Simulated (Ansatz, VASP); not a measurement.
## VN2: VASP beside Ansatz

INCAR

```
ALGO     = Normal         # electronic algorithm
EDIFF    = 1E-6           # SCF threshold, eV
ENCUT    = 520            # plane-wave cutoff, eV
GGA      = PS             # functional
ISIF     = 2              # what is computed and relaxed
ISMEAR   = 0              # smearing method
LASPH    = T              # aspherical terms in the spheres
LCHARG   = F              # write CHGCAR
LREAL    = F              # projectors in reciprocal space
LWAVE    = F              # write WAVECAR
NBANDS   = 32             # bands
NELM     = 60             # most SCF steps
PREC     = Accurate       # precision mode
SIGMA    = 0.1            # smearing width, eV
```

Contents of KPOINTS:

```
k-points
0
Gamma
  2 2 2
```

File POSCAR:

```
VN2
1.0
   -2.1507500000      2.1507500000      2.4913500000
    2.1507500000     -2.1507500000      2.4913500000
    2.1507500000      2.1507500000     -2.4913500000
V N
2 4
Direct
    0.2500000000      0.2500000000      0.0000000000
    0.7500000000      0.7500000000      0.0000000000
    0.1151000000      0.6151000000      0.7302000000
    0.6151000000      0.8849000000      0.5000000000
    0.8849000000      0.3849000000      0.2698000000
    0.3849000000      0.1151000000      0.5000000000
```

Input for Ansatz:

```yaml
crystal:
  lattice:
    - [-2.15075, 2.15075, 2.49135]
    - [2.15075, -2.15075, 2.49135]
    - [2.15075, 2.15075, -2.49135]
  atoms:
    - { symbol: V, position: [0.25, 0.25, 0.0] }
    - { symbol: V, position: [0.75, 0.75, 0.0] }
    - { symbol: "N", position: [0.1151, 0.6151, 0.7302] }
    - { symbol: "N", position: [0.6151, 0.8849, 0.5] }
    - { symbol: "N", position: [0.8849, 0.3849, 0.2698] }
    - { symbol: "N", position: [0.3849, 0.1151, 0.5] }
basis:
  ecutwfc: 420
kpoints:
  mp_grid: { grid: [2, 2, 2] }
hamiltonian:
  xc: pbesol
scf:
  occupations: { method: gaussian, width: 0.1 }
output:
  forces: true
  stress: true
  eigenvalues: true
```

Alike in both runs: task single point; functional PBEsol; k mesh 2 × 2 × 2; occupations gaussian, width 0.1 eV; no spin polarisation.

|  | VASP | Ansatz |
| --- | --- | --- |
| version | VASP 6.6.1 | Ansatz 0.2.0 |
| potentials or method | VASP PAW PBE potentials, release 64 (V_sv, N), cutoff 520 eV | scalar-relativistic, plane waves, PAW |
| valence electrons in the cell | 46 | 46 |

```csv
,VASP,Ansatz,Ansatz less VASP
gap on the k mesh at the Fermi level (eV),none,none,-
pressure (GPa),-7.6,-8.3,-0.69
"traceless stress, the component that is largest in VASP (GPa)",8.99,9.20,+0.209
rms of the force components (eV/Å),0.030,0.066,+0.0357
```

VASP's potentials were made for PBE, not for PBEsol. Atom by atom the forces differ by 0.036 eV/Å (rms over components). A gap of «none» marks a metal or a gap that the smearing closes.

The k mesh is coarse, so the values compare programs but aren't converged.
